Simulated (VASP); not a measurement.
A run of VASP 6.6.1:

The input INCAR:

```
SYSTEM = Ir
ALGO = Normal
EDIFF = 1E-6
ENCUT = 520
GGA = CA
ISIF = 2
ISMEAR = -1
LASPH = .True.
LCHARG = .False.
LREAL = .False.
LWAVE = .False.
NBANDS = 16
NELM = 80
PREC = Accurate
SIGMA = 0.1
```

Contents of KPOINTS:

```
k-points
0
Gamma
  13 13 13
  0 0 0
```

Contents of POSCAR:

```
Ir
1.0
    0.0000000000      2.7383272493      2.7383272493
    2.7383272493      0.0000000000      2.7383272493
    2.7383272493      2.7383272493      0.0000000000
Ir
2
Direct
   -0.1250000000     -0.1250000000     -0.1250000000
    0.1250000000      0.1250000000      0.1250000000
```

Potentials or basis: VASP PAW LDA potentials, release 64 (Ir).

Launch:

```bash
$ cat potpaw_LDA.64/Ir/POTCAR > POTCAR
$ mpirun -np 1 vasp_std > vasp.out
```

Hardware: 1 thread of AMD EPYC 7R13 Processor (Zen 3) (shared host).

Q: Estimate the wall time of this run.

A: It took 45 s on 1 thread of AMD EPYC 7R13 Processor (Zen 3), on a shared host, peak memory 0.15 GiB. Counts: scf iterations 11, k points 84.
